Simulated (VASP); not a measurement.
# Al (Cmcm) in VASP: further runs, part 2 of 2

VASP 6.6.1.

### 5 Single point, PBE (atoms displaced along a vibrational mode, the cell strained)

Contents of INCAR:

```
SYSTEM = Al
PREC = Accurate
ENCUT = 520
EDIFF = 1E-6
ISMEAR = 0
SIGMA = 0.15
LREAL = .False.
LASPH = .True.
NELM = 60
ALGO = Fast
ISIF = 2
LWAVE = .False.
LCHARG = .False.
GGA = PE
NBANDS = 10
```

Contents of KPOINTS:

```
regular mesh
0
Gamma
  20 20 12
  0 0 0
```

Contents of POSCAR:

```
Al
1.0
   -1.5959973539      1.5959973539      1.6175102401
    1.5959973539     -1.5959973539      1.6175102401
    3.1919947077      3.1919947077      0.0000000000
Al
2
Direct
    0.0195409416     -0.0195409416      0.0000000000
    0.4804590584      0.5195409416      0.5000000000
```

Potentials or basis: VASP PAW PBE potentials, release 64 (Al).

The run is started by

```console
> cat potpaw_PBE.64/Al/POTCAR > POTCAR
> mpirun -np 1 vasp_std > vasp.out
```

OUTCAR:

```text
SYSTEM = Al
   PREC = Accurate
   ENCUT = 520
   EDIFF = 1E-6
   ISMEAR = 0
   LREAL = .False.
   LASPH = .True.
   NELM = 60
   ISIF = 2
   GGA = PE

 ion  position               nearest neighbor table
   1  0.020  0.980  0.000-   2 2.78   2 2.78   2 2.78   2 2.78   2 3.07   2 3.07   2 3.32   2 3.32

   2  0.480  0.520  0.500-   1 2.78   1 2.78   1 2.78   1 2.78   1 3.07   1 3.07   1 3.32   1 3.32

  LATTYP: Found a base centered orthorhombic cell.
 ALAT       =     3.2350204802
 B/A-ratio  =     1.3954045220
 C/A-ratio  =     1.3954045219

  Lattice vectors:

 A1 = (  -1.5959973539,   1.5959973539,   1.6175102401)
 A2 = (   1.5959973539,  -1.5959973539,   1.6175102401)
 A3 = (   3.1919947077,   3.1919947077,   0.0000000000)

Analysis of symmetry for initial positions (statically):
=====================================================================
 Subroutine PRICEL returns:
 Original cell was already a primitive cell.

 Routine SETGRP: Setting up the symmetry group for a
 base centered orthorhombic supercell.

 Subroutine GETGRP returns: Found  8 space group operations
 (whereof  4 operations were pure point group operations)
 out of a pool of  8 trial point group operations.

The static configuration has the point symmetry C_2v.
 The point group associated with its full space group is D_2h.

Analysis of symmetry for dynamics (positions and initial velocities):
=====================================================================
 Subroutine PRICEL returns:
 Original cell was already a primitive cell.

 Routine SETGRP: Setting up the symmetry group for a
 base centered orthorhombic supercell.

 Subroutine GETGRP returns: Found  8 space group operations
 (whereof  4 operations were pure point group operations)
 out of a pool of  8 trial point group operations.

The dynamic configuration has the point symmetry C_2v.
 The point group associated with its full space group is D_2h.

 Subroutine INISYM returns: Found  8 space group operations
 (whereof  4 operations are pure point group operations),
[... 123 lines left out ...]
   AEXX    =    0.0000 exact exchange contribution
   IVDW    =     0    specifies the selected vdW correction
   LEPSILON=     F    determine dielectric tensor
   LRPA    =     F    only Hartree local field effects (RPA)
 non-spin polarized calculation
 RMM-DIIS sequential band-by-band and
 Gauss-broadening in eV      SIGMA  =   0.15
  energy-cutoff  :      520.00
  volume of cell :       32.96
 maximum number of plane-waves:       902
 NGX is ok and might be reduce to    24
   NGX = 11   NGY = 11   NGZ = 17

 number of electron       6.0000000 magnetization

 Free energy of the ion-electron system (eV)
  ---------------------------------------------------
  ext. energy  EPLUGINS =         0.00000000
  ---------------------------------------------------
  free energy    TOTEN  =        -7.30911372 eV

  energy without entropy =       -7.29977693  energy(sigma->0) =       -7.30444532

 E-fermi :   8.0053     XC(G=0): -10.2048

 val. band max:        8.0017614071   @ k =   0.4500   0.0000   0.1667
 cond. band min:       8.0063181494   @ k =   0.3500  -0.0000   0.4167
 fundamental gap:      0.0045567423
 Fermi energy:         8.0053003778

 k-point     1 :       0.0000    0.0000    0.0000
  band No.  band energies     occupation
      1      -3.1266      2.00000
      2       3.7322      2.00000
      3       4.2361      2.00000
      4      16.0206      0.00000
      5      16.1039      0.00000
      6      17.7609      0.00000
      7      19.2936      0.00000
      8      21.2138      0.00000
      9      21.2490      0.00000
     10      21.5661      0.00000
[... 287 lines left out ...]
 k-point    24 :      -0.3500    0.0500    0.0000
  band No.  band energies     occupation
      1      -0.7107      2.00000
      2       5.9250      2.00000
      3       5.9905      2.00000
      4       6.8665      2.00000
      5      12.5941      0.00000
      6      13.1483      0.00000
      7      15.6834      0.00000
      8      16.9245      0.00000
      9      21.9072      0.00000
     10      22.1341      0.00000

 [... further k-points ...]

------------------------ aborting loop because EDIFF is reached ----------------------------------------

  FORCE on cell =-STRESS in cart. coord.  units (eV):
  Direction    XX          YY          ZZ          XY          YZ          ZX
  --------------------------------------------------------------------------------------
  -------------------------------------------------------------------------------------
  Total        0.3527201      0.3527201      0.4568843     -0.0852564      0.0000000      0.0000000
  in kB       17.1450789     17.1450789     22.2083066     -4.1441583      0.0000000      0.0000000
  external PRESSURE =      18.8328215 kB  Pullay stress =       0.0000000 kB

 VOLUME and BASIS-vectors are now :
 -----------------------------------------------------------------------------
  energy-cutoff  :      520.00
  volume of cell :       32.96
      direct lattice vectors                 reciprocal lattice vectors
    -1.595997354  1.595997354  1.617510240    -0.156641864  0.156641864  0.309117054
     1.595997354 -1.595997354  1.617510240     0.156641864 -0.156641864  0.309117054
     3.191994708  3.191994708  0.000000000     0.156641864  0.156641864  0.000000000

 POSITION                                       TOTAL-FORCE (eV/Angst)
 -----------------------------------------------------------------------------------
      1.53362     -1.53362      1.61751        -0.062884      0.062884      0.000000
      1.65837      1.53362      1.61751         0.062884     -0.062884      0.000000
 -----------------------------------------------------------------------------------
    total drift:                               -0.000000     -0.000000     -0.000000

  FREE ENERGIE OF THE ION-ELECTRON SYSTEM (eV)
  ---------------------------------------------------
  free  energy   TOTEN  =        -7.3091137229 eV

  energy  without entropy=       -7.2997769266  energy(sigma->0) =       -7.30444532
```

OSZICAR:

```text
N       E                     dE             d eps       ncg     rms          rms(c)
DAV:   1    -0.212453409662E+00   -0.21245E+00   -0.21613E+03 15604   0.439E+02
DAV:   2    -0.719098828932E+01   -0.69785E+01   -0.67027E+01 20096   0.543E+01
DAV:   3    -0.735712199008E+01   -0.16613E+00   -0.16381E+00 20228   0.654E+00
DAV:   4    -0.735787619249E+01   -0.75420E-03   -0.75410E-03 18666   0.495E-01
DAV:   5    -0.735788250970E+01   -0.63172E-05   -0.63172E-05 18842   0.445E-02    0.177E+00
RMM:   6    -0.732913714391E+01    0.28745E-01   -0.29045E-03 15755   0.314E-01    0.103E+00
RMM:   7    -0.730914540709E+01    0.19992E-01   -0.85009E-03 16361   0.518E-01    0.147E-01
RMM:   8    -0.730910899065E+01    0.36416E-04   -0.33348E-04 16985   0.124E-01    0.169E-02
RMM:   9    -0.730911311784E+01   -0.41272E-05   -0.48141E-05 17806   0.481E-02    0.207E-02
RMM:  10    -0.730911372294E+01   -0.60510E-06   -0.74544E-06 17841   0.190E-02
   1 F= -.73091137E+01 E0= -.73044453E+01  d E =-.933680E-02
```

stdout:

```text
POSCAR found type information on POSCAR Al
 POSCAR found :  1 types and       2 ions
 scaLAPACK will be used
 LDA part: xc-table for (Slater+PW92), standard interpolation
 POSCAR, INCAR and KPOINTS ok, starting setup
 FFT: planning ... GRIDC
 FFT: planning ... GRID_SOFT
 FFT: planning ... GRID
 WAVECAR not read
 entering main loop
```

It took 2 min on 1 thread of Intel Xeon Platinum 8488C (Sapphire Rapids), shared host; peak memory 0.31 GiB.

What came out:

| Item | Value |
| --- | --- |
| Free energy | -7.3091 eV |
| Pressure | 1.9 GPa |
| Largest force | 0.089 eV/Å |
| Band gap on the k mesh | zero (bands 3 and 4 overlap by 9.13 eV) |

Forces on the atoms (eV/Å):
```
Al  -0.063  0.063  0.000
Al   0.063 -0.063  0.000
```

Caveat: the cell differs from its parent crystal (atoms displaced along a vibrational mode, the cell strained).

### 6 Summary

| cell | further INCAR settings | gap on the mesh (eV) | pressure (GPa) | largest force (eV/Å) |
| --- | --- | --- | --- | --- |
| a = 2.752, b = 2.752, c = 4.453 Å, angles 90.0, 90.0, 108.0°, 2 atoms, atomic positions A | ALGO = Fast; EDIFF = 1e-06; NBANDS = 10 | none | 5.4 | 0.20 |
| a = 2.752, b = 2.752, c = 4.453 Å, angles 90.0, 90.0, 108.0°, 2 atoms, atomic positions B | ALGO = Fast; EDIFF = 1e-06; NBANDS = 10 | none | 4.2 | 0.10 |
| a = 2.777, b = 2.777, c = 4.514 Å, angles 90.0, 90.0, 108.7°, 2 atoms, atomic positions C | ALGO = Fast; EDIFF = 1e-07; NBANDS = 10 | none | 3.9 | 0.44 |
| a = 2.777, b = 2.777, c = 4.514 Å, angles 90.0, 90.0, 108.7°, 2 atoms, atomic positions D | ALGO = Fast; EDIFF = 1e-06; NBANDS = 10 | none | 1.9 | 0.09 |

Alike in all rows: task single point; level PBE; potentials or basis VASP PAW PBE potentials, release 64 (Al); no spin polarisation; k mesh 20 × 20 × 12; cutoff (eV) 520; smearing gaussian 0.15 eV.

Caveats: the cell stands under pressure (at least some runs).

Total energies depend on the potentials used, so only differences within one code and one set of settings carry meaning.
